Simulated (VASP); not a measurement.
A run of VASP 6.6.1:

INCAR

```
SYSTEM = Mo
PREC = Accurate
ENCUT = 520
EDIFF = 1E-6
ISMEAR = 0
SIGMA = 0.1
LREAL = .FALSE.
LASPH = .TRUE.
NELM = 80
ALGO = Normal
ISIF = 2
LWAVE = .FALSE.
LCHARG = .TRUE.
GGA = PE
IVDW = 12
LELF = .TRUE.
LVHAR = .TRUE.
NBANDS = 13
```

Contents of KPOINTS:

```
Automatic mesh
0
G
  18 18 18
  0 0 0
```

The input POSCAR:

```
Mo
1.0
   -1.5650994387      1.5650994387      1.5650994387
    1.5650994387     -1.5650994387      1.5650994387
    1.5650994387      1.5650994387     -1.5650994387
Mo
1
Direct
    0.0000000000      0.0000000000      0.0000000000
```

Potentials or basis: VASP PAW PBE potentials, release 64 (Mo_sv).

Launch:

```sh
$ cat potpaw_PBE.64/Mo_sv/POTCAR > POTCAR
$ mpirun -np 1 vasp_std > vasp.out
```

Hardware: 1 thread of Intel Xeon 8259CL, on a shared host.

**Question.** Estimate the wall time of this run.

**Answer.** Wall time 46 s on 1 thread of Intel Xeon 8259CL, on a shared host, peak memory 0.13 GiB. Counts: scf iterations 11, k points 195.
